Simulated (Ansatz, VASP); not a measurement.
# Two plane-wave programs on AlN

```
Al N
1.0
     3.11300    0.00000    0.00000
    -1.55650    2.69594    0.00000
     0.00000    0.00000    4.98100
Al N
2 2
Cartesian
  1.5565 0.8986 2.4905
  0.0000 1.7973 0.0000
  1.5565 0.8986 4.3833
  0.0000 1.7973 1.8928
```

Alike in both runs: task relaxation of cell and atoms; functional r2SCAN; k mesh 10 × 10 × 6; occupations fermi-dirac, width 0.05 eV; no spin polarisation.

|  | VASP | Ansatz |
| --- | --- | --- |
| version | VASP 6.6.1 | Ansatz 0.2.0 |
| potentials or method | VASP PAW PBE potentials, release 64 (Al, N) | Ansatz PAW |
| plane-wave cutoff (eV) | 600 | 500 |
| valence electrons in the cell | 16 | 16 |

```tsv
	VASP	Ansatz	Ansatz less VASP
gap on the k mesh at the Fermi level, each at its own relaxed structure (eV)	4.94	4.88	-0.059
relaxed volume (Å³/atom)	10.39	10.40	+0.017
relaxed length of the cell vector where the two differ most in proportion (Å)	3.104	3.107	+0.0023
```

VASP's potentials were made for PBE, not for r2SCAN.

Noted on Ansatz's run: the plane-wave basis is chosen anew once the cell has moved, so the energies of steps on either side of that aren't comparable.
